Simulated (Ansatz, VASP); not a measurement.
Two plane-wave programs on ZrC

The input INCAR:

```
SYSTEM = ZrC
ALGO = Normal
EDIFF = 1E-6
ENCUT = 520
GGA = PS
ISIF = 2
ISMEAR = 0
LASPH = .True.
LCHARG = .False.
LREAL = .False.
LWAVE = .False.
NBANDS = 15
NELM = 60
PREC = Accurate
SIGMA = 0.05
```

KPOINTS

```
k-points
0
Gamma
  12 12 12
  0 0 0
```

The input POSCAR:

```
ZrC
1.0
    0.0000000000      2.3189155960      2.3189155960
    2.3189155960      0.0000000000      2.3189155960
    2.3189155960      2.3189155960      0.0000000000
Zr C
1 1
Direct
    0.5000000000      0.5000000000      0.5000000000
    0.0000000000      0.0000000000      0.0000000000
```

Input for Ansatz:

```yaml
crystal:
  lattice:
    - [0.0, 2.318915596, 2.318915596]
    - [2.318915596, 0.0, 2.318915596]
    - [2.318915596, 2.318915596, 0.0]
  atoms:
    - { symbol: Zr, position: [0.5, 0.5, 0.5] }
    - { symbol: C, position: [0.0, 0.0, 0.0] }
basis:
  ecutwfc: 420
  ecutrho_ratio: 4
kpoints:
  mp_grid: { grid: [12, 12, 12] }
hamiltonian:
  xc: pbesol
scf:
  occupations: { method: gaussian, width: 0.05 }
output:
  forces: true
  stress: true
  eigenvalues: true
```

Alike in both runs: task single point; functional PBEsol; k mesh 12 × 12 × 12; occupations gaussian, width 0.05 eV; no spin polarisation.

|  | VASP | Ansatz |
| --- | --- | --- |
| version | VASP 6.6.1 | Ansatz 0.2.0 |
| potentials or method | VASP PAW PBE potentials, release 64 (Zr_sv, C), cutoff 520 eV | scalar-relativistic, plane waves, PAW |
| valence electrons in the cell | 16 | 16 |

|  | VASP | Ansatz | Ansatz less VASP |
| --- | --- | --- | --- |
| pressure (GPa) | 5.4 | 5.0 | -0.40 |

VASP's potentials were made for PBE, not for PBEsol. With one functional, cell and mesh, what is left measures potentials, basis and numerics.
